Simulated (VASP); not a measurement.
# Be (Fm-3m) in VASP: further runs

Runs on Be. Level: PBE. Tasks: relaxation of cell and atoms, single point.

All numbers are computed with VASP 6.6.1; they aren't measurements. Logs are shortened: lines on timing, memory, paths and dates and some standing lists are left out, and cuts for length are marked.

## Step 1: The cell of the first run

It takes space group Fm-3m (No. 225, cubic). Conventional cell: a = 3.163 Å, b = 3.163 Å, c = 3.163 Å, α = 90.00°, β = 90.00°, γ = 90.00°. Within 3.0 Å of Be (site symmetry m-3m) lie 12 Be at 2.24 Å.

## Step 2: Relaxation of cell and atoms, PBE

Contents of INCAR:

```
PREC = Accurate ; ENCUT = 600
EDIFF = 1E-6 ; ISMEAR = -1
SIGMA = 0.08 ; LREAL = False
LASPH = True ; NELM = 100
ALGO = Normal ; ISIF = 3
LWAVE = False ; LCHARG = False
GGA = PE ; IBRION = 2
NSW = 60 ; EDIFFG = -0.005
```

Contents of KPOINTS:

```
regular mesh
0
Gamma
  20 20 20
```

Contents of POSCAR:

```
Be
1.0
    0.0000000000      1.5814258346      1.5814258346
    1.5814258346      0.0000000000      1.5814258346
    1.5814258346      1.5814258346      0.0000000000
Be
1
Direct
    0.0000000000      0.0000000000      0.0000000000
```

Potentials or basis: VASP PAW PBE potentials, release 64 (Be).

Started as:

```bash
$ cat potpaw_PBE.64/Be/POTCAR > POTCAR
$ mpirun -np 1 vasp_std > vasp.out
```

OUTCAR:

```text
PREC = Accurate
   ENCUT = 600
   EDIFF = 1E-6
   ISMEAR = -1
   LREAL = False
   LASPH = True
   NELM = 100
   ISIF = 3
   GGA = PE
   IBRION = 2
   NSW = 60
   EDIFFG = -0.005

 ion  position               nearest neighbor table
   1  0.000  0.000  0.000-

  LATTYP: Found a face centered cubic cell.
 ALAT       =     3.1628516692

  Lattice vectors:

 A1 = (   0.0000000000,   1.5814258346,   1.5814258346)
 A2 = (   1.5814258346,   0.0000000000,   1.5814258346)
 A3 = (   1.5814258346,   1.5814258346,   0.0000000000)

Analysis of symmetry for initial positions (statically):
=====================================================================
 Subroutine PRICEL returns:
 Original cell was already a primitive cell.

 Routine SETGRP: Setting up the symmetry group for a
 face centered cubic supercell.

 Subroutine GETGRP returns: Found 48 space group operations
 (whereof 48 operations were pure point group operations)
 out of a pool of 48 trial point group operations.

The static configuration has the point symmetry O_h .

Analysis of symmetry for dynamics (positions and initial velocities):
=====================================================================
 Subroutine PRICEL returns:
 Original cell was already a primitive cell.

 Routine SETGRP: Setting up the symmetry group for a
 face centered cubic supercell.

 Subroutine GETGRP returns: Found 48 space group operations
 (whereof 48 operations were pure point group operations)
 out of a pool of 48 trial point group operations.

The dynamic configuration has the point symmetry O_h .

 Subroutine INISYM returns: Found 48 space group operations
 (whereof 48 operations are pure point group operations),
 and found     1 'primitive' translations

----------------------------------------------------------------------------------------

                                     Primitive cell

  volume of cell :       7.9100

  direct lattice vectors                    reciprocal lattice vectors
[... 134 lines left out ...]
  energy without entropy =       -3.68443978  energy(sigma->0) =       -3.68566529

------------------------ aborting loop because EDIFF is reached ----------------------------------------

  FORCE on cell =-STRESS in cart. coord.  units (eV):
  Direction    XX          YY          ZZ          XY          YZ          ZX
  --------------------------------------------------------------------------------------
  -------------------------------------------------------------------------------------
  Total       -0.0203256     -0.0203256     -0.0203256      0.0000000     -0.0000000      0.0000000
  in kB       -4.1169579     -4.1169579     -4.1169579      0.0000000     -0.0000000      0.0000000
  external PRESSURE =      -4.1169579 kB  Pullay stress =       0.0000000 kB

 VOLUME and BASIS-vectors are now :
 -----------------------------------------------------------------------------
  energy-cutoff  :      600.00
  volume of cell :        7.91
      direct lattice vectors                 reciprocal lattice vectors
     0.000000000  1.581425835  1.581425835    -0.316170376  0.316170376  0.316170376
     1.581425835  0.000000000  1.581425835     0.316170376 -0.316170376  0.316170376
     1.581425835  1.581425835  0.000000000     0.316170376  0.316170376 -0.316170376

 POSITION                                       TOTAL-FORCE (eV/Angst)
 -----------------------------------------------------------------------------------
      0.00000      0.00000      0.00000         0.000000      0.000000      0.000000
 -----------------------------------------------------------------------------------
    total drift:                               -0.000000      0.000000     -0.000000

  FREE ENERGIE OF THE ION-ELECTRON SYSTEM (eV)
  ---------------------------------------------------
  free  energy   TOTEN  =        -3.6868907967 eV

  energy  without entropy=       -3.6844397841  energy(sigma->0) =       -3.68566529

--------------------------------------- Ionic step        2  -------------------------------------------

 number of electron       2.0000000 magnetization

 Free energy of the ion-electron system (eV)
  ---------------------------------------------------
  ext. energy  EPLUGINS =         0.00000000
  ---------------------------------------------------
  free energy    TOTEN  =        -3.68692614 eV

  energy without entropy =       -3.68452074  energy(sigma->0) =       -3.68572344

 E-fermi :   7.5166     XC(G=0): -10.6182

 val. band max:        7.4961053441   @ k =  -0.3500   0.3500   0.0000
 cond. band min:       7.5490546470   @ k =   0.5000   0.0000   0.0000
 fundamental gap:      0.0529493029
 Fermi energy:         7.5166416097

 k-point     1 :       0.0000    0.0000    0.0000
  band No.  band energies     occupation
      1      -4.3235      2.00000
      2      26.9565      0.00000
      3      26.9565      0.00000
      4      26.9565      0.00000
      5      36.6264      0.00000
[... 177 lines left out ...]
 k-point    24 :      -0.3500    0.0500    0.0000
  band No.  band energies     occupation
      1       0.1074      2.00000
      2      11.1703      0.00000
      3      23.2938      0.00000
      4      24.6831      0.00000
      5      33.5424      0.00000

 [... further k-points ...]
[... 5 lines left out ...]
  --------------------------------------------------------------------------------------
  -------------------------------------------------------------------------------------
  Total       -0.0031477     -0.0031477     -0.0031477      0.0000000      0.0000000      0.0000000
  in kB       -0.6394495     -0.6394495     -0.6394495      0.0000000      0.0000000      0.0000000
  external PRESSURE =      -0.6394495 kB  Pullay stress =       0.0000000 kB

 VOLUME and BASIS-vectors are now :
 -----------------------------------------------------------------------------
  energy-cutoff  :      600.00
  volume of cell :        7.89
      direct lattice vectors                 reciprocal lattice vectors
     0.000000000  1.579875154  1.579875154    -0.316480703  0.316480703  0.316480703
     1.579875154 -0.000000000  1.579875154     0.316480703 -0.316480703  0.316480703
     1.579875154  1.579875154 -0.000000000     0.316480703  0.316480703 -0.316480703

 POSITION                                       TOTAL-FORCE (eV/Angst)
 -----------------------------------------------------------------------------------
      0.00000      0.00000      0.00000         0.000000      0.000000      0.000000
 -----------------------------------------------------------------------------------
    total drift:                               -0.000000      0.000000     -0.000000

  FREE ENERGIE OF THE ION-ELECTRON SYSTEM (eV)
  ---------------------------------------------------
  free  energy   TOTEN  =        -3.6869261368 eV

  energy  without entropy=       -3.6845207411  energy(sigma->0) =       -3.68572344

 reached required accuracy - stopping structural energy minimisation
```

OSZICAR:

```text
N       E                     dE             d eps       ncg     rms          rms(c)
DAV:   1    -0.146836206421E+01   -0.14684E+01   -0.11791E+03  2675   0.368E+02
DAV:   2    -0.370642183767E+01   -0.22381E+01   -0.20521E+01  3500   0.421E+01
DAV:   3    -0.371703889075E+01   -0.10617E-01   -0.10614E-01  2965   0.254E+00
DAV:   4    -0.371704428734E+01   -0.53966E-05   -0.53966E-05  3630   0.611E-02
DAV:   5    -0.371704428974E+01   -0.23967E-08   -0.18475E-08  3020   0.590E-04    0.785E-01
DAV:   6    -0.369535579316E+01    0.21688E-01   -0.25780E-03  2685   0.700E-01    0.482E-01
DAV:   7    -0.368689167175E+01    0.84641E-02   -0.24158E-03  2675   0.709E-01    0.253E-02
DAV:   8    -0.368689057539E+01    0.10964E-05   -0.18587E-06  2850   0.118E-02    0.628E-03
DAV:   9    -0.368689079668E+01   -0.22129E-06   -0.14977E-06  3030   0.131E-02
   1 F= -.36868908E+01 E0= -.36856653E+01  d E =-.368689E+01
       N       E                     dE             d eps       ncg     rms          rms(c)
DAV:   1    -0.368692621546E+01   -0.35640E-04   -0.11450E-04  2655   0.121E-01    0.400E-03
DAV:   2    -0.368692613679E+01    0.78664E-07   -0.10563E-07  2985   0.456E-03
   2 F= -.36869261E+01 E0= -.36857234E+01  d E =-.353401E-04
```

Run time: 18 s. Hardware: 1 thread of AMD EPYC 7R43 (Zen 3), shared host; peak memory 0.08 GiB.

What came out:

| Quantity | Value |
| --- | --- |
| Free energy | -3.6869 eV |
| Relaxed volume | 7.89 Å³/atom |
| Relaxed cell | a = 2.234 Å, b = 2.234 Å, c = 2.234 Å, α = 60.00°, β = 60.00°, γ = 60.00° |
| Space group after relaxing (to 0.05 Å) | Fm-3m (No. 225) |
| Energy gained by relaxing | 0.0 meV/atom |
| Ionic steps | 2 |
| Pressure after relaxing | -0.1 GPa |
| Band gap on the k mesh | zero (band 1 reaches 8.50 eV, above the bottom of band 2 at 7.50 eV) |

Final structure:
```
CELL_PARAMETERS angstrom
0.00000 1.57988 1.57988
1.57988 0.00000 1.57988
1.57988 1.57988 0.00000
ATOMIC_POSITIONS crystal
Be 0.00000 0.00000 0.00000
```

Levels at points of the mesh, in eV from the Fermi level:
```tsv
k point	band 1	band 2	band 3	band 4
(0.00, 0.00, 0.00)	-11.84	19.44	19.44	19.44
(0.50, 0.00, 0.00)	-5.26	0.03	16.51	16.51
(0.50, 0.50, 0.00)	-2.64	3.86	9.55	9.55
```

## Step 3: Single point, PBE (volume scaled by 0.4)

Contents of INCAR:

```
  PREC = Accurate
  ENCUT = 520
  EDIFF = 1E-6
  ISMEAR = -1
  SIGMA = 0.08
  LREAL = False
  LASPH = True
  NELM = 80
  ALGO = Normal
  ISIF = 2
  LWAVE = False
  LCHARG = False
  GGA = PE
  NBANDS = 7
```

KPOINTS is that of step 2.

Contents of POSCAR:

```
Be
1.0
    0.0000000000      1.1633444247      1.1633444247
    1.1633444247      0.0000000000      1.1633444247
    1.1633444247      1.1633444247      0.0000000000
Be
1
Direct
    0.0000000000      0.0000000000      0.0000000000
```

Potentials or basis: VASP PAW PBE potentials, release 64 (Be).

Started as:

```bash
$ cat potpaw_PBE.64/Be/POTCAR > POTCAR
$ mpirun -np 1 vasp_std > vasp.out
```

OUTCAR:

```text
PREC = Accurate
   ENCUT = 520
   EDIFF = 1E-6
   ISMEAR = -1
   LREAL = False
   LASPH = True
   NELM = 80
   ISIF = 2
   GGA = PE

 ion  position               nearest neighbor table
   1  0.000  0.000  0.000-

  LATTYP: Found a face centered cubic cell.
 ALAT       =     2.3266888494

  Lattice vectors:

 A1 = (   0.0000000000,   1.1633444247,   1.1633444247)
 A2 = (   1.1633444247,   0.0000000000,   1.1633444247)
 A3 = (   1.1633444247,   1.1633444247,   0.0000000000)

Analysis of symmetry for initial positions (statically):
=====================================================================
 Subroutine PRICEL returns:
 Original cell was already a primitive cell.

 Routine SETGRP: Setting up the symmetry group for a
 face centered cubic supercell.

 Subroutine GETGRP returns: Found 48 space group operations
 (whereof 48 operations were pure point group operations)
 out of a pool of 48 trial point group operations.

The static configuration has the point symmetry O_h .

Analysis of symmetry for dynamics (positions and initial velocities):
=====================================================================
 Subroutine PRICEL returns:
 Original cell was already a primitive cell.

 Routine SETGRP: Setting up the symmetry group for a
 face centered cubic supercell.

 Subroutine GETGRP returns: Found 48 space group operations
 (whereof 48 operations were pure point group operations)
 out of a pool of 48 trial point group operations.

The dynamic configuration has the point symmetry O_h .

 Subroutine INISYM returns: Found 48 space group operations
 (whereof 48 operations are pure point group operations),
 and found     1 'primitive' translations
[... 92 lines left out ...]
   NELM   =     80;   NELMIN=  2; NELMDL= -5     # of ELM steps
   EDIFF  = 0.1E-05   stopping-criterion for ELM
   LREAL  =      F    real-space projection
[... 7 lines left out ...]
   TEBEG  =    0.0;   TEEND  =   0.0 temperature during run
   PSTRESS=    0.0 pullay stress
   NELECT =       2.0000    total number of electrons
   NUPDOWN=      -1.0000    fix difference up-down
   EMIN   =  10.00;   EMAX   =-10.00  energy-range for DOS
   EFERMI =   0.00;   METHOD = LEGACY
   ISMEAR =    -1;   SIGMA  =   0.08  broadening in eV -4-tet -1-fermi 0-gaus
   EFERMI_NEDOS =   21; number of points for ismear=-14 and -15
   IALGO  =     38    algorithm
   IMIX   =      4    mixing-type and parameters
     AMIX     =   0.40;   BMIX     =  1.00
     AMIX_MAG =   1.60;   BMIX_MAG =  1.00
  volume/ion in A,a.u.               =       3.15        21.25
  Fermi-wavevector in a.u.,A,eV,Ry     =   1.407235  2.659288 26.943744  1.980309
  Thomas-Fermi vector in A             =   2.529514
   LORBIT       =      0    0 simple, 1 ext, 2 COOP (PROOUT), +10 PAW based schemes
   GGA     = PE    functional components
   LHFCALC =     F    Hartree Fock is set to
   AEXX    =    0.0000 exact exchange contribution
   IVDW    =     0    specifies the selected vdW correction
   LEPSILON=     F    determine dielectric tensor
   LRPA    =     F    only Hartree local field effects (RPA)
 non-spin polarized calculation
  energy-cutoff  :      520.00
  volume of cell :        3.15
 maximum number of plane-waves:        93
   NGX =  5   NGY =  5   NGZ =  5

 number of electron       2.0000000 magnetization

 Free energy of the ion-electron system (eV)
  ---------------------------------------------------
  ext. energy  EPLUGINS =         0.00000000
  ---------------------------------------------------
  free energy    TOTEN  =         0.13423134 eV

  energy without entropy =        0.13464961  energy(sigma->0) =        0.13444048

 E-fermi :  18.0790     XC(G=0): -14.0876

 val. band max:       17.9831158639   @ k =  -0.3500   0.3500   0.0000
 cond. band min:      18.5262788453   @ k =  -0.3000   0.4000   0.1000
 fundamental gap:      0.5431629815
 Fermi energy:        18.0789546597

 k-point     1 :       0.0000    0.0000    0.0000
  band No.  band energies     occupation
      1       1.6550      2.00000
      2      57.9457      0.00000
      3      57.9457      0.00000
      4      57.9457      0.00000
      5      70.7526      0.00000
      6      70.7526      0.00000
      7      70.7526      0.00000
[... 221 lines left out ...]
 k-point    24 :      -0.3500    0.0500    0.0000
  band No.  band energies     occupation
      1       6.0959      2.00000
      2      28.0174      0.00000
      3      50.0696      0.00000
      4      53.1755      0.00000
      5      64.9142      0.00000
      6      66.7614      0.00000
      7      74.3650      0.00000

 [... further k-points ...]
[... 5 lines left out ...]
  --------------------------------------------------------------------------------------
  -------------------------------------------------------------------------------------
  Total       10.0921403     10.0921403     10.0921403      0.0000000      0.0000000      0.0000000
  in kB     5134.9820312   5134.9820312   5134.9820312      0.0000000      0.0000000      0.0000000
  external PRESSURE =    5134.9820312 kB  Pullay stress =       0.0000000 kB

 VOLUME and BASIS-vectors are now :
 -----------------------------------------------------------------------------
  energy-cutoff  :      520.00
  volume of cell :        3.15
      direct lattice vectors                 reciprocal lattice vectors
     0.000000000  1.163344425  1.163344425    -0.429795329  0.429795329  0.429795329
     1.163344425  0.000000000  1.163344425     0.429795329 -0.429795329  0.429795329
     1.163344425  1.163344425  0.000000000     0.429795329  0.429795329 -0.429795329

 POSITION                                       TOTAL-FORCE (eV/Angst)
 -----------------------------------------------------------------------------------
      0.00000      0.00000      0.00000         0.000000      0.000000     -0.000000
 -----------------------------------------------------------------------------------
    total drift:                                0.000000      0.000000     -0.000000

  FREE ENERGIE OF THE ION-ELECTRON SYSTEM (eV)
  ---------------------------------------------------
  free  energy   TOTEN  =         0.1342313387 eV

  energy  without entropy=        0.1346496116  energy(sigma->0) =        0.13444048
```

OSZICAR:

```text
N       E                     dE             d eps       ncg     rms          rms(c)
DAV:   1     0.157632669192E+01    0.15763E+01   -0.16054E+03  4480   0.257E+02
DAV:   2    -0.154468107986E+00   -0.17308E+01   -0.16821E+01  4571   0.321E+01
DAV:   3    -0.154997269961E+00   -0.52916E-03   -0.52916E-03  4368   0.592E-01
DAV:   4    -0.154997304879E+00   -0.34918E-07   -0.32812E-07  5019   0.363E-03
DAV:   5    -0.154997303369E+00    0.15096E-08   -0.17276E-11  4375   0.117E-05    0.237E+00
DAV:   6     0.772154065608E-01    0.23221E+00   -0.73006E-02  3710   0.305E+00    0.160E+00
DAV:   7     0.128201239222E+00    0.50986E-01   -0.44115E-02  3969   0.245E+00    0.372E-01
DAV:   8     0.134194341051E+00    0.59931E-02   -0.14908E-03  3829   0.450E-01    0.527E-02
DAV:   9     0.134231937596E+00    0.37597E-04   -0.12590E-05  4634   0.326E-02    0.202E-03
DAV:  10     0.134231338667E+00   -0.59893E-06   -0.33801E-07  3990   0.557E-03
   1 F= 0.13423134E+00 E0= 0.13444048E+00  d E =-.418273E-03
```

It took 2.2 s on 1 thread of Intel Xeon 6975P-C, shared host; peak memory 0.11 GiB.

What came out:

```yaml
Free_energy: 0.1342 eV
Pressure: 513.5 GPa
Band_gap_on_the_k_mesh: zero (band 1 reaches 19.88 eV, above the bottom of band 2 at 17.98 eV)
```

Caveat: the cell differs from its parent crystal (volume scaled by 0.4).

## Step 4: Single point, PBE (volume scaled by 0.4)

Contents of INCAR:

```
SYSTEM = Be
PREC = Accurate ; ENCUT = 520
EDIFF = 1E-7 ; ISMEAR = -1
SIGMA = 0.08 ; LREAL = .FALSE.
LASPH = .TRUE. ; NELM = 60
ALGO = Normal ; ISIF = 2
LWAVE = .FALSE. ; LCHARG = .FALSE.
GGA = PE ; NBANDS = 7
```

Contents of KPOINTS:

```
regular mesh
0
G
  20 20 20
  0 0 0
```

POSCAR is that of step 3.

Started as:

```bash
$ cat potpaw_PBE.64/Be/POTCAR > POTCAR
$ mpirun -np 1 vasp_std > vasp.out
```

Run time: 3.4 s. Hardware: 1 thread of Intel Xeon 6975P-C, shared host; peak memory 0.1 GiB.

The run converged. Its results:

```yaml
Free_energy: 0.1342 eV
Pressure: 513.5 GPa
Band_gap_on_the_k_mesh: zero (band 1 reaches 19.88 eV, above the bottom of band 2 at 17.98 eV)
```

Levels at points of the mesh, in eV from the Fermi level:
| k point | band 1 | band 2 | band 3 | band 4 | band 5 |
| --- | --- | --- | --- | --- | --- |
| (0.00, 0.00, 0.00) | -16.42 | 39.87 | 39.87 | 39.87 | 52.67 |
| (0.50, 0.00, 0.00) | -10.32 | 5.42 | 33.72 | 33.72 | 47.03 |
| (0.50, 0.50, 0.00) | -5.01 | 9.00 | 18.98 | 18.98 | 26.44 |

Caveat: the cell differs from its parent crystal (volume scaled by 0.4).

[end of part 1 of 2]
